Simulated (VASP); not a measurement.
W:

```xyz
1
Lattice="-1.5823 1.5823 1.5823 1.5823 -1.5823 1.5823 1.5823 1.5823 -1.5823" Properties=species:S:1:pos:R:3 pbc="T T T"
W     0.0000    0.0000    0.0000
```

Base run:

| Property | Result |
| --- | --- |
| Program | VASP 6.6.1 |
| Functional | revPBE |
| Potentials or basis | VASP PAW PBE potentials, release 64 (W_sv) |
| Cutoff | 520 eV |
| k mesh | 12 × 12 × 12 |
| Occupations | fermi-dirac, width 0.05 eV |
| Spin | no spin polarisation |

Its results: band gap on the k mesh zero (band 7 reaches 16.67 eV, above the bottom of band 8 at 10.28 eV); pressure 9.2 GPa.

**Question.** After a change of settings the same cell gave: band gap on the k mesh zero (band 7 reaches 16.61 eV, above the bottom of band 8 at 10.21 eV); pressure 6.7 GPa. Which change was it?
A. functional from revPBE to PBE; occupations from fermi-dirac, width 0.05 eV to gaussian, width 0.024 eV
B. functional from revPBE to r2SCAN; k mesh from 12 × 12 × 12 to 7 × 7 × 7
C. functional from revPBE to PBEsol; k mesh from 12 × 12 × 12 to 10 × 10 × 10
D. functional from revPBE to RPBE

**Answer.** A.

Caveats: spin-orbit coupling is left out, which moves the levels of the heavy elements; the PAW data sets were made with another functional, which shifts forces and pressure a little (some runs).
